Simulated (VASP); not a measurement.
V: single point with PBE

The system is V.

```xyz
1
Lattice="-1.5446 1.5446 1.5144 1.5446 -1.5446 1.5144 1.5446 1.5446 -1.5144" Properties=species:S:1:pos:R:3 pbc="T T T"
V     0.0000    0.0000    0.0000
```

```yaml
Program: VASP 6.6.1
Task: single point
Functional: PBE
Potentials_or_basis: VASP PAW PBE potentials, release 64 (V_sv)
Cutoff: 520 eV
k_mesh: 9 × 9 × 9
Occupations: fermi-dirac, width 0.05 eV
Spin: collinear spin, ferromagnetic start
Starting_moments: "[2.0] μB"
Dipole_correction: no
Further_INCAR_settings: ALGO = Normal; EDIFF = 1e-06; NBANDS = 16
```

```yaml
Pressure: -11.0 GPa
Net_moment: 0.01 μB per cell
Valence_electrons_inside_the_program's_atomic_spheres: V 11.54
```

Stress tensor (GPa, compression positive):
```
-11.18   0.00   0.00
  0.00 -11.18   0.00
  0.00   0.00 -10.70
```

Levels at points of the mesh, in eV from the Fermi level:
Spin up:
| k point | band 3 | band 4 | band 5 | band 6 | band 7 | band 8 | band 9 | band 10 |
| --- | --- | --- | --- | --- | --- | --- | --- | --- |
| (0.00, 0.00, 0.00) | -37.25 | -37.25 | -6.46 | 0.26 | 0.40 | 0.40 | 2.10 | 2.28 |
Spin down:
```csv
k point,band 3,band 4,band 5,band 6,band 7,band 8,band 9,band 10
"(0.00, 0.00, 0.00)",-37.24,-37.24,-6.45,0.27,0.41,0.41,2.11,2.28
```

It took 60 s on 1 thread of Intel(R) Xeon(R) Platinum 8375C CPU @ 2.90GHz (Ice Lake) (shared host), peak memory 0.14 GiB.
